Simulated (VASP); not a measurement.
Wanted: the native input for a VASP 6.6.1 run.

```yaml
Task: single point
Functional: PBE
Potentials_or_basis: VASP PAW PBE potentials, release 64 (Sr_sv, Zr_sv, Pt)
Cutoff: 520 eV
k_mesh: 4 × 4 × 4
Occupations: gaussian, width 0.1 eV
Spin: no spin polarisation
Dipole_correction: no
Further_INCAR_settings: ALGO = Normal; EDIFF = 1e-06; NBANDS = 40
```

The structure of Sr4ZrPt lies in POSCAR:

```
Sr4ZrPt
1.0
    0.0000000000      4.7395067196      4.7395067196
    4.7395067196      0.0000000000      4.7395067196
    4.7395067196      4.7395067196      0.0000000000
Sr Zr Pt
4 1 1
Direct
    0.3752169870      0.8743490391      0.3752169870
    0.3752169870      0.3752169870      0.8743490391
    0.3752169870      0.3752169870      0.3752169870
    0.8743490391      0.3752169870      0.3752169870
    0.0000000000      0.0000000000      0.0000000000
    0.7500000000      0.7500000000      0.7500000000
```

One way to write it, as run:

INCAR

```
PREC = Accurate
ENCUT = 520
EDIFF = 1E-6
ISMEAR = 0
SIGMA = 0.1
LREAL = False
LASPH = True
NELM = 100
ALGO = Normal
ISIF = 2
LWAVE = False
LCHARG = False
GGA = PE
NBANDS = 40
```

KPOINTS

```
regular mesh
0
Gamma
  4 4 4
```

Potentials or basis: VASP PAW PBE potentials, release 64 (Sr_sv, Zr_sv, Pt).

Launch:

```sh
$ cat potpaw_PBE.64/Sr_sv/POTCAR potpaw_PBE.64/Zr_sv/POTCAR potpaw_PBE.64/Pt/POTCAR > POTCAR
$ mpirun -np 1 vasp_std > vasp.out
```

Results of the run:

```json
{
  "Pressure": "0.5 GPa",
  "Band gap on the k mesh": "zero (bands 31 and 32 overlap by 0.26 eV)"
}
```

Caveat: spin-orbit coupling is left out, which moves the levels of the heavy elements.

It took 4.5 min on 1 thread of Oxide Virtual Turin-like Processor (shared host), peak memory 0.34 GiB.
